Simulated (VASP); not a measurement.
# CuO (Cc) in VASP: single point with r2SCAN

Aim: the single point of CuO with r2SCAN.

All numbers are computed with VASP 6.6.1; they aren't measurements. Logs are shortened: lines on timing, memory, paths and dates and some standing lists are left out, and cuts for length are marked.

### 1 The cell of the first run

It takes space group Cc (No. 9, monoclinic). Conventional cell: a = 4.689 Å, b = 3.427 Å, c = 5.132 Å, α = 90.00°, β = 99.65°, γ = 90.00°. Cu (site symmetry 1) has 4 O at 1.91 to 2.02 Å within 2.5 Å. O (site symmetry 1) has 4 Cu at 1.91 to 2.02 Å within 2.5 Å.

### 2 Single point, r2SCAN, collinear spin, ferromagnetic start

Contents of POSCAR:

```
CuO
1.0
    2.3446500000     -1.7134000000      0.0000000000
    2.3446500000      1.7134000000      0.0000000000
   -0.8605500000      0.0000000000      5.0594400000
Cu O
2 2
Direct
    0.0032000000      0.4968000000      0.0000000000
    0.4968000000      0.0032000000      0.5000000000
    0.5714000000      0.4056000000      0.2537000000
    0.4056000000      0.5714000000      0.7537000000
```

Contents of INCAR.step1:

```
PREC     = Accurate       # precision mode
ENCUT    = 520            # plane-wave cutoff, eV
ISMEAR   = 0              # smearing method
SIGMA    = 0.1            # smearing width, eV
LREAL    = F              # projectors in reciprocal space
LASPH    = T              # aspherical terms in the spheres
NELM     = 150            # most SCF steps
ISPIN    = 2              # spin polarisation
MAGMOM   = 0.7 0.7 0.35 0.35 # initial moments
LMAXMIX  = 4              # l up to which the mixer works
NBANDS   = 29             # bands
GGA      = PE             # functional
ALGO     = Normal         # electronic algorithm
EDIFF    = 1E-4           # SCF threshold, eV
LWAVE    = T              # write WAVECAR
LCHARG   = F              # write CHGCAR
```

Contents of INCAR.step2:

```
PREC     = Accurate       # precision mode
ENCUT    = 520            # plane-wave cutoff, eV
EDIFF    = 1E-6           # SCF threshold, eV
ISMEAR   = 0              # smearing method
SIGMA    = 0.1            # smearing width, eV
LREAL    = F              # projectors in reciprocal space
LASPH    = T              # aspherical terms in the spheres
NELM     = 150            # most SCF steps
ALGO     = Normal         # electronic algorithm
ISIF     = 2              # what is computed and relaxed
LWAVE    = F              # write WAVECAR
LCHARG   = T              # write CHGCAR
ISPIN    = 2              # spin polarisation
MAGMOM   = 0.7 0.7 0.35 0.35 # initial moments
LORBIT   = 11             # projections on sites
LMAXMIX  = 4              # l up to which the mixer works
METAGGA  = R2SCAN         # meta-GGA
LMIXTAU  = T            
LELF     = T              # ELF
LVHAR    = T            
NBANDS   = 29             # bands
ISTART   = 1
```

Contents of KPOINTS:

```
regular mesh
0
Gamma
  1 1 1
```

Potentials or basis: VASP PAW PBE potentials, release 64 (Cu, O).

Run with:

```bash
$ cat potpaw_PBE.64/Cu/POTCAR potpaw_PBE.64/O/POTCAR > POTCAR
$ cp INCAR.step1 INCAR
$ mpirun -np 1 vasp_gam > vasp.out
$ cp INCAR.step2 INCAR
$ mpirun -np 1 vasp_gam > vasp.out
```

OUTCAR:

```text
PREC = Accurate
   ENCUT = 520
   EDIFF = 1E-6
   ISMEAR = 0
   LREAL = F
   LASPH = T
   NELM = 150
   ISIF = 2
   ISPIN = 2
   LORBIT = 11
   METAGGA = R2SCAN
   ISTART = 1

 ion  position               nearest neighbor table
   1  0.003  0.497  0.000-   4 1.91   3 1.93   4 1.98   3 2.02
   2  0.497  0.003  0.500-   3 1.91   4 1.93   3 1.98   4 2.02
   3  0.571  0.406  0.254-   2 1.91   1 1.93   2 1.98   1 2.02
   4  0.406  0.571  0.754-   1 1.91   2 1.93   1 1.98   2 2.02

  LATTYP: Found a base centered monoclinic cell.
 ALAT       =     4.6893000000
 B/A-ratio  =     0.7307700510
 C/A-ratio  =     1.0944283424
 COS(beta)  =    -0.1676798048

  Lattice vectors:

 A1 = (   2.3446500000,  -1.7134000000,   0.0000000000)
 A2 = (   2.3446500000,   1.7134000000,   0.0000000000)
 A3 = (  -0.8605500000,   0.0000000000,   5.0594400000)

Analysis of symmetry for initial positions (statically):
=====================================================================
 Subroutine PRICEL returns:
 Original cell was already a primitive cell.

 Routine SETGRP: Setting up the symmetry group for a
 base centered monoclinic supercell.

 Subroutine GETGRP returns: Found  2 space group operations
 (whereof  1 operations were pure point group operations)
 out of a pool of  4 trial point group operations.

The static configuration has the point symmetry C_1 .
 The point group associated with its full space group is C_1h.

Analysis of symmetry for dynamics (positions and initial velocities):
=====================================================================
 Subroutine PRICEL returns:
 Original cell was already a primitive cell.

 Routine SETGRP: Setting up the symmetry group for a
 base centered monoclinic supercell.

 Subroutine GETGRP returns: Found  2 space group operations
 (whereof  1 operations were pure point group operations)
 out of a pool of  4 trial point group operations.

The dynamic configuration has the point symmetry C_1 .
 The point group associated with its full space group is C_1h.

Analysis of structural, dynamic, and magnetic symmetry:
=====================================================================
 Subroutine PRICEL returns:
 Original cell was already a primitive cell.

 Routine SETGRP: Setting up the symmetry group for a
 base centered monoclinic supercell.

 Subroutine GETGRP returns: Found  2 space group operations
 (whereof  1 operations were pure point group operations)
[... 110 lines left out ...]
   AEXX    =    0.0000 exact exchange contribution
   IVDW    =     0    specifies the selected vdW correction
   LEPSILON=     F    determine dielectric tensor
   LRPA    =     F    only Hartree local field effects (RPA)
 spin polarized calculation
 Gauss-broadening in eV      SIGMA  =   0.10
  energy-cutoff  :      520.00
  volume of cell :       40.65
 maximum number of plane-waves:       565
 NGX is ok and might be reduce to    24
   NGX = 11   NGY = 11   NGZ = 19

 number of electron      34.0000000 magnetization      -0.0000044

 number of electron      34.0000000 magnetization       0.0000027

 Free energy of the ion-electron system (eV)
  ---------------------------------------------------
  ext. energy  EPLUGINS =         0.00000000
  ---------------------------------------------------
  free energy    TOTEN  =       -32.34475180 eV

  energy without entropy =      -32.34458866  energy(sigma->0) =      -32.34467023

 E-fermi :   6.3655     XC(G=0): -12.5192

 val. band max:        6.1097607330   @ k =   0.0000   0.0000   0.0000
 cond. band min:       6.6211525650   @ k =   0.0000   0.0000   0.0000
 fundamental gap:      0.5113918321
 Fermi energy:         6.3654619316

 spin component 1

 k-point     1 :       0.0000    0.0000    0.0000
  band No.  band energies     occupation
      1     -14.7920      1.00000
      2     -13.4204      1.00000
      3      -2.4242      1.00000
      4      -0.2153      1.00000
      5       0.3606      1.00000
      6       1.6634      1.00000
[... 21 lines left out ...]
     28      25.1917      0.00000
     29      26.6438      0.00000
 Fermi energy:         6.3654619316

 spin component 2

 k-point     1 :       0.0000    0.0000    0.0000
  band No.  band energies     occupation
      1     -14.7920      1.00000
      2     -13.4203      1.00000
      3      -2.4242      1.00000
      4      -0.2153      1.00000
      5       0.3606      1.00000
      6       1.6634      1.00000
[... 21 lines left out ...]
     28      25.1916      0.00000
     29      26.6438      0.00000

------------------------ aborting loop because EDIFF is reached ----------------------------------------

  FORCE on cell =-STRESS in cart. coord.  units (eV):
  Direction    XX          YY          ZZ          XY          YZ          ZX
  --------------------------------------------------------------------------------------
  -------------------------------------------------------------------------------------
  Total       -5.1129155     -0.5895186      4.2830741      0.0000000      0.0000000      2.3486443
  in kB     -201.5162000    -23.2347975    168.8095229      0.0000000      0.0000000     92.5675127
  external PRESSURE =     -18.6471582 kB  Pullay stress =       0.0000000 kB

 VOLUME and BASIS-vectors are now :
 -----------------------------------------------------------------------------
  energy-cutoff  :      520.00
  volume of cell :       40.65
      direct lattice vectors                 reciprocal lattice vectors
     2.344650000 -1.713400000  0.000000000     0.213251445 -0.291817439  0.036271510
     2.344650000  1.713400000  0.000000000     0.213251445  0.291817439  0.036271510
    -0.860550000  0.000000000  5.059440000     0.000000000  0.000000000  0.197650333

 POSITION                                       TOTAL-FORCE (eV/Angst)
 -----------------------------------------------------------------------------------
      1.17233      0.84573      0.00000        -1.194308      0.435352      0.304908
      0.74205     -0.84573      2.52972        -1.194308     -0.435352      0.304908
      2.07240     -0.28408      1.28358         1.194308      1.140463     -0.304908
      1.64213      0.28408      3.81330         1.194308     -1.140463     -0.304908
 -----------------------------------------------------------------------------------
    total drift:                               -0.011422      0.000000     -0.002730

  FREE ENERGIE OF THE ION-ELECTRON SYSTEM (eV)
  ---------------------------------------------------
  free  energy   TOTEN  =       -32.3447517960 eV

  energy  without entropy=      -32.3445886639  energy(sigma->0) =      -32.34467023

 total charge

# of ion       s       p       d       tot
------------------------------------------
    1        0.430   0.285   9.148   9.863
    2        0.430   0.285   9.148   9.863
    3        1.462   3.636   0.000   5.098
    4        1.462   3.636   0.000   5.098
--------------------------------------------------
tot          3.784   7.841  18.296  29.922

 magnetization (x)

# of ion       s       p       d       tot
------------------------------------------
    1       -0.000  -0.000  -0.000  -0.000
    2       -0.000  -0.000  -0.000  -0.000
    3        0.000   0.000   0.000   0.000
    4        0.000   0.000   0.000   0.000
--------------------------------------------------
tot         -0.000   0.000  -0.000   0.000
```

OUTCAR.step1:

```text
PREC = Accurate
   ENCUT = 520
   ISMEAR = 0
   LREAL = F
[... 295 lines left out ...]
      1.17233      0.84573      0.00000        -1.171126      0.428279      0.321337
      0.74205     -0.84573      2.52972        -1.171126     -0.428279      0.321337
      2.07240     -0.28408      1.28358         1.171126      1.081537     -0.321337
      1.64213      0.28408      3.81330         1.171126     -1.081537     -0.321337
 -----------------------------------------------------------------------------------
    total drift:                               -0.001647      0.000000     -0.000266

  FREE ENERGIE OF THE ION-ELECTRON SYSTEM (eV)
  ---------------------------------------------------
  free  energy   TOTEN  =       -15.4381014878 eV

  energy  without entropy=      -15.4220070943  energy(sigma->0) =      -15.43005429
```

Wall time 33 s (1 thread of AMD EPYC 9R45 (Zen 5), shared host); peak memory 0.14 GiB.

What came out:

* Free energy: -32.3448 eV
* Pressure: -1.9 GPa
* Largest force: 1.679 eV/Å
* Band gap on the k mesh: 0.51 eV
* Net moment: 0.00 μB per cell
* Valence electrons inside the program's atomic spheres: Cu 9.86; O 5.10

Forces in eV/Å, atoms in the order of the input:
```
Cu  -1.194  0.435  0.305
Cu  -1.194 -0.435  0.305
O    1.194  1.140 -0.305
O    1.194 -1.140 -0.305
```

Caveat: the k points lie up to 2.28 Å⁻¹ apart; the PAW data sets were made with another functional, which shifts forces and pressure a little.
